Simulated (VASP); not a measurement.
Set up this calculation in VASP 6.6.1, as the native input.

| Item | Value |
| --- | --- |
| Task | single point |
| Functional | LDA |
| Potentials or basis | VASP PAW LDA potentials, release 64 (Al) |
| Cutoff | 520 eV |
| k mesh | 24 × 24 × 24 |
| Occupations | methfessel-paxton, width 0.2 eV |
| Spin | no spin polarisation |
| Dipole correction | no |
| Further INCAR settings | ALGO = Fast; EDIFF = 1e-07; NBANDS = 8 |

The structure of Al lies in POSCAR:

```
Al
1.0
   -1.2250919225      1.6129588632      1.6129588632
    1.6129588632     -1.2250919225      1.6129588632
    1.6129588632      1.6129588632     -1.2250919225
Al
1
Direct
    0.0000000000      0.0000000000      0.0000000000
```

This cell differs from its parent crystal: ratio of the length along [111] to the lengths across it x 1.41, volume and fractional coordinates fixed.

One way to write it, as run:

INCAR

```
SYSTEM = Al
PREC = Accurate ; ENCUT = 520
EDIFF = 1E-7 ; ISMEAR = 1
SIGMA = 0.2 ; LREAL = .False.
LASPH = .True. ; NELM = 80
ALGO = Fast ; ISIF = 2
LWAVE = .False. ; LCHARG = .False.
GGA = CA ; NBANDS = 8
```

KPOINTS

```
regular mesh
0
Gamma
  24 24 24
  0 0 0
```

Potentials or basis: VASP PAW LDA potentials, release 64 (Al).

Run with:

```console
$ cat potpaw_LDA.64/Al/POTCAR > POTCAR
$ mpirun -np 1 vasp_std > vasp.out
```

It gave:

The pressure is 9.6 GPa.

It took 63 s on 1 thread of Intel(R) Xeon(R) Platinum 8375C CPU @ 2.90GHz (Ice Lake) (shared host), peak memory 0.24 GiB.
